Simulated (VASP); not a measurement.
# Re (P6_3/mmc) in VASP: further runs, part 2 of 4

VASP 6.6.1. The steps go on from the part before.

**4. Single point, r2SCAN**

Contents of POSCAR:

```
Re
1.0
    2.7598270443      0.0000000000      0.0000000000
   -1.3799135221      2.3900803304      0.0000000000
    0.0000000000      0.0000000000      4.4572270891
Re
2
Direct
    0.3333333333      0.6666666667      0.2500000000
    0.6666666667      0.3333333333      0.7500000000
```

Contents of INCAR.step1:

```
PREC = Accurate
ENCUT = 520
ISMEAR = 1
SIGMA = 0.1
LREAL = False
LASPH = True
NELM = 80
NBANDS = 14
GGA = PE
ALGO = Normal
EDIFF = 1E-4
LWAVE = True
LCHARG = False
```

Contents of INCAR.step2:

```
PREC = Accurate
ENCUT = 520
EDIFF = 1E-7
ISMEAR = 1
SIGMA = 0.1
LREAL = False
LASPH = True
NELM = 80
ALGO = Normal
ISIF = 2
LWAVE = False
LCHARG = False
METAGGA = R2SCAN
LMIXTAU = True
NBANDS = 14
ISTART = 1
```

Contents of KPOINTS:

```
regular mesh
0
Gamma
  13 13 7
```

Potentials or basis: VASP PAW PBE potentials, release 64 (Re).

Run with:

```console
$ cat potpaw_PBE.64/Re/POTCAR > POTCAR
$ cp INCAR.step1 INCAR
$ mpirun -np 1 vasp_std > vasp.out
$ cp INCAR.step2 INCAR
$ mpirun -np 1 vasp_std > vasp.out
```

OUTCAR:

```text
PREC = Accurate
   ENCUT = 520
   EDIFF = 1E-7
   ISMEAR = 1
   LREAL = False
   LASPH = True
   NELM = 80
   ISIF = 2
   METAGGA = R2SCAN
   ISTART = 1

 ion  position               nearest neighbor table
   1  0.333  0.667  0.250-   2 2.74   2 2.74   2 2.74   2 2.74   2 2.74   2 2.74
   2  0.667  0.333  0.750-   1 2.74   1 2.74   1 2.74   1 2.74   1 2.74   1 2.74

  LATTYP: Found a hexagonal cell.
 ALAT       =     2.7598270443
 C/A-ratio  =     1.6150385577

  Lattice vectors:

 A1 = (   2.7598270443,   0.0000000000,   0.0000000000)
 A2 = (  -1.3799135221,   2.3900803304,   0.0000000000)
 A3 = (   0.0000000000,   0.0000000000,   4.4572270891)

Analysis of symmetry for initial positions (statically):
=====================================================================
 Subroutine PRICEL returns:
 Original cell was already a primitive cell.

 Routine SETGRP: Setting up the symmetry group for a
 hexagonal supercell.

 Subroutine GETGRP returns: Found 24 space group operations
 (whereof 12 operations were pure point group operations)
 out of a pool of 24 trial point group operations.

The static configuration has the point symmetry D_3d.
 The point group associated with its full space group is D_6h.

Analysis of symmetry for dynamics (positions and initial velocities):
=====================================================================
 Subroutine PRICEL returns:
 Original cell was already a primitive cell.

 Routine SETGRP: Setting up the symmetry group for a
 hexagonal supercell.

 Subroutine GETGRP returns: Found 24 space group operations
 (whereof 12 operations were pure point group operations)
 out of a pool of 24 trial point group operations.

The dynamic configuration has the point symmetry D_3d.
 The point group associated with its full space group is D_6h.

 Subroutine INISYM returns: Found 24 space group operations
 (whereof 12 operations are pure point group operations),
 and found     1 'primitive' translations

----------------------------------------------------------------------------------------

                                     Primitive cell

  volume of cell :      29.4008

  direct lattice vectors                    reciprocal lattice vectors
     2.759827044  0.000000000  0.000000000     0.362341547  0.209197990  0.000000000
    -1.379913522  2.390080330  0.000000000     0.000000000  0.418395979  0.000000000
     0.000000000  0.000000000  4.457227089     0.000000000  0.000000000  0.224354734

  length of vectors
     2.759827044  2.759827044  4.457227089     0.418395979  0.418395979  0.224354734

  position of ions in fractional coordinates (direct lattice)
     0.333333333  0.666666667  0.250000000
     0.666666667  0.333333333  0.750000000

  ion indices of the primitive-cell ions
   primitive index   ion index
                 1           1
                 2           2

----------------------------------------------------------------------------------------

 KPOINTS: regular mesh

Automatic generation of k-mesh.
 Grid dimensions read from file:
 generate k-points for:   13   13    7

 Generating k-lattice:

  Cartesian coordinates                     Fractional coordinates (reciprocal lattice)
     0.027872427  0.016092153  0.000000000     0.076923077  0.000000000  0.000000000
     0.000000000  0.032184306  0.000000000     0.000000000  0.076923077  0.000000000
     0.000000000  0.000000000  0.032050676     0.000000000  0.000000000  0.142857143

  Length of vectors
     0.032184306  0.032184306  0.032050676

  Shift w.r.t. Gamma in fractional coordinates (k-lattice)
     0.000000000  0.000000000  0.000000000

 Subroutine IBZKPT returns following result:
 ===========================================

 Found     84 irreducible k-points:

 Following reciprocal coordinates:
            Coordinates               Weight
  0.000000  0.000000  0.000000      1.000000
  0.076923 -0.000000  0.000000      6.000000
  0.153846 -0.000000  0.000000      6.000000
  0.230769 -0.000000  0.000000      6.000000
  0.307692 -0.000000  0.000000      6.000000
  0.384615  0.000000  0.000000      6.000000
[... 16 lines left out ...]
  0.076923 -0.000000  0.142857     12.000000
  0.153846 -0.000000  0.142857     12.000000
 [... further k-points ...]
   k-points           NKPTS =     84   k-points in BZ     NKDIM =     84   number of bands    NBANDS=     14
   number of dos      NEDOS =    301   number of ions     NIONS =      2
   total plane-waves  NPLWV =  20736
   dimension x,y,z NGX =    24 NGY =   24 NGZ =   36
   dimension x,y,z NGXF=    48 NGYF=   48 NGZF=   72
   ions per type =               2
   NGX,Y,Z   is equivalent  to a cutoff of  14.46, 14.46, 13.43 a.u.
   NGXF,Y,Z  is equivalent  to a cutoff of  28.91, 28.91, 26.85 a.u.
 SYSTEM =  unknown system
   PREC   = accura    normal or accurate (medium, high low for compatibility)
   ISTART =      1    job   : 0-new  1-cont  2-samecut
   ICHARG =      0    charge: 1-file 2-atom 10-const
   ISPIN  =      1    spin polarized calculation?
   LNONCOLLINEAR =      F non collinear calculations
   LSORBIT =      F    spin-orbit coupling
   LASPH  =      T    aspherical Exc in radial PAW
   ENCUT  =  520.0 eV  38.22 Ry    6.18 a.u.   5.13  5.13  8.29*2*pi/ulx,y,z
   NELM   =     80;   NELMIN=  2; NELMDL=  0     # of ELM steps
   EDIFF  = 0.1E-06   stopping-criterion for ELM
   LREAL  =      F    real-space projection
   EDIFFG = 0.1E-05   stopping-criterion for IOM
   NSW    =      0    number of steps for IOM
   IBRION =     -1    ionic relax: 0-MD 1-quasi-New 2-CG
   NFREE  =      0    steps in history (QN), initial steepest desc. (CG)
   ISIF   =      2    stress and relaxation
   ISYM   =      2    0-nonsym 1-usesym 2-fastsym
   POTIM  = 0.5000    time-step for ionic-motion
   TEBEG  =    0.0;   TEEND  =   0.0 temperature during run
   PSTRESS=    0.0 pullay stress
   NELECT =      14.0000    total number of electrons
   NUPDOWN=      -1.0000    fix difference up-down
   EMIN   =  10.00;   EMAX   =-10.00  energy-range for DOS
   EFERMI =   0.00;   METHOD = LEGACY
   ISMEAR =     1;   SIGMA  =   0.10  broadening in eV -4-tet -1-fermi 0-gaus
   EFERMI_NEDOS =   21; number of points for ismear=-14 and -15
   IALGO  =     38    algorithm
   IMIX   =      4    mixing-type and parameters
     AMIX     =   0.40;   BMIX     =  1.00
     AMIX_MAG =   1.60;   BMIX_MAG =  1.00
  volume/ion in A,a.u.               =      14.70        99.20
  Fermi-wavevector in a.u.,A,eV,Ry     =   1.278393  2.415813 22.235856  1.634289
  Thomas-Fermi vector in A             =   2.410938
   LORBIT       =      0    0 simple, 1 ext, 2 COOP (PROOUT), +10 PAW based schemes
   METAGGA = R2SCAN    functional components
   LHFCALC =     F    Hartree Fock is set to
   AEXX    =    0.0000 exact exchange contribution
   IVDW    =     0    specifies the selected vdW correction
   LEPSILON=     F    determine dielectric tensor
   LRPA    =     F    only Hartree local field effects (RPA)
 non-spin polarized calculation
 Methfessel and Paxton  Order N= 1 SIGMA  =   0.10
  energy-cutoff  :      520.00
  volume of cell :       29.40
 maximum number of plane-waves:       808
 NGX is ok and might be reduce to    24
   NGX = 11   NGY = 11   NGZ = 17

 number of electron      14.0000000 magnetization

 Free energy of the ion-electron system (eV)
  ---------------------------------------------------
  ext. energy  EPLUGINS =         0.00000000
  ---------------------------------------------------
  free energy    TOTEN  =      -104.89966421 eV

  energy without entropy =     -104.89973242  energy(sigma->0) =     -104.89968695

 E-fermi :   7.6532     XC(G=0): -14.9936

 val. band max:        7.6523432508   @ k =   0.1538   0.0769   0.2857
 cond. band min:       7.6819244655   @ k =   0.3846   0.1538   0.2857
 fundamental gap:      0.0295812147
 Fermi energy:         7.6532460587

 k-point     1 :       0.0000    0.0000    0.0000
  band No.  band energies     occupation
      1      -2.6542      2.00000
      2       0.7596      2.00000
      3       6.0572      2.00000
      4       6.0716      2.00000
      5       6.0716      2.00000
      6       6.9364      2.00000
      7       6.9364      2.00000
      8       7.9174     -0.00120
      9       7.9174     -0.00120
     10       8.2492     -0.00000
     11      11.2234      0.00000
     12      11.2234      0.00000
     13      18.2668      0.00000
     14      22.5184      0.00000
[... 377 lines left out ...]
      1      -1.4537      2.00000
      2       1.6466      2.00000
      3       4.9270      2.00000
      4       5.2646      2.00000
      5       6.1182      2.00000
      6       6.6582      2.00000
      7       6.9367      2.00000
      8       7.5042      2.05611
      9       7.9640     -0.00010
     10       8.1166     -0.00000
     11      11.5601      0.00000
     12      13.4207      0.00000
     13      19.2354      0.00000
     14      23.9727      0.00000

 [... further k-points ...]
[... 5 lines left out ...]
  --------------------------------------------------------------------------------------
  -------------------------------------------------------------------------------------
  Total       -0.0179188     -0.0179188     -0.0597975     -0.0000000      0.0000000      0.0000000
  in kB       -0.9764743     -0.9764743     -3.2586284     -0.0000000      0.0000000      0.0000000
  external PRESSURE =      -1.7371923 kB  Pullay stress =       0.0000000 kB

 VOLUME and BASIS-vectors are now :
 -----------------------------------------------------------------------------
  energy-cutoff  :      520.00
  volume of cell :       29.40
      direct lattice vectors                 reciprocal lattice vectors
     2.759827044  0.000000000  0.000000000     0.362341547  0.209197990  0.000000000
    -1.379913522  2.390080330  0.000000000     0.000000000  0.418395979  0.000000000
     0.000000000  0.000000000  4.457227089     0.000000000  0.000000000  0.224354734

 POSITION                                       TOTAL-FORCE (eV/Angst)
 -----------------------------------------------------------------------------------
     -0.00000      1.59339      1.11431         0.000000     -0.000000      0.000000
      1.37991      0.79669      3.34292        -0.000000      0.000000      0.000000
 -----------------------------------------------------------------------------------
    total drift:                                0.000000     -0.000000     -0.000000

  FREE ENERGIE OF THE ION-ELECTRON SYSTEM (eV)
  ---------------------------------------------------
  free  energy   TOTEN  =      -104.8996642083 eV

  energy  without entropy=     -104.8997324234  energy(sigma->0) =     -104.89968695
```

OUTCAR.step1:

```text
PREC = Accurate
   ENCUT = 520
   ISMEAR = 1
   LREAL = False
   LASPH = True
[... 633 lines left out ...]
     -0.00000      1.59339      1.11431        -0.000000     -0.000000      0.000000
      1.37991      0.79669      3.34292         0.000000      0.000000      0.000000
 -----------------------------------------------------------------------------------
    total drift:                                0.000000     -0.000000     -0.000000

  FREE ENERGIE OF THE ION-ELECTRON SYSTEM (eV)
  ---------------------------------------------------
  free  energy   TOTEN  =       -24.8421993267 eV

  energy  without entropy=      -24.8415750069  energy(sigma->0) =      -24.84199122
```

OSZICAR.step1:

```text
N       E                     dE             d eps       ncg     rms          rms(c)
DAV:   1     0.205826569738E+02    0.20583E+02   -0.68208E+03  4704   0.125E+03
DAV:   2    -0.252407020964E+02   -0.45823E+02   -0.40747E+02  3860   0.282E+02
DAV:   3    -0.262265879867E+02   -0.98589E+00   -0.96161E+00  3652   0.429E+01
DAV:   4    -0.262366568581E+02   -0.10069E-01   -0.10056E-01  3646   0.306E+00
DAV:   5    -0.262368566077E+02   -0.19975E-03   -0.19973E-03  3696   0.710E-01    0.428E+01
DAV:   6    -0.251989849416E+02    0.10379E+01   -0.79746E-01  4084   0.249E+01    0.175E+01
DAV:   7    -0.248551071279E+02    0.34388E+00   -0.53227E-01  4112   0.199E+01    0.577E-01
DAV:   8    -0.248427963964E+02    0.12311E-01   -0.82865E-03  4180   0.102E+00    0.208E-01
DAV:   9    -0.248421761260E+02    0.62027E-03   -0.14470E-04  2858   0.192E-01    0.800E-02
DAV:  10    -0.248421993267E+02   -0.23201E-04   -0.11930E-04  1880   0.287E-01
   1 F= -.24842199E+02 E0= -.24841991E+02  d E =-.624320E-03
```

Run time: 88 s. Hardware: 1 thread of Intel Xeon 6975P-C (Granite Rapids), shared host; peak memory 0.17 GiB.

Results:

- Free energy: -104.8997 eV
- Pressure: -0.2 GPa
- Band gap on the k mesh: zero (bands 7 and 8 overlap by 2.80 eV)

Stress tensor (GPa, compression positive):
```
-0.10  0.00  0.00
 0.00 -0.10  0.00
 0.00  0.00 -0.33
```

Levels at points of the mesh, in eV from the Fermi level:
| k point | band 4 | band 5 | band 6 | band 7 | band 8 | band 9 | band 10 | band 11 |
| --- | --- | --- | --- | --- | --- | --- | --- | --- |
| (0.00, 0.00, 0.00) | -1.58 | -1.58 | -0.72 | -0.72 | 0.26 | 0.26 | 0.60 | 3.57 |

Caveat: the PAW data sets were made with another functional, which shifts forces and pressure a little; spin-orbit coupling is left out, which moves the levels of the heavy elements.

(Continued in part 3 of 4.)

The gap in the log of VASP goes by the Fermi energy; the results here count the filled bands.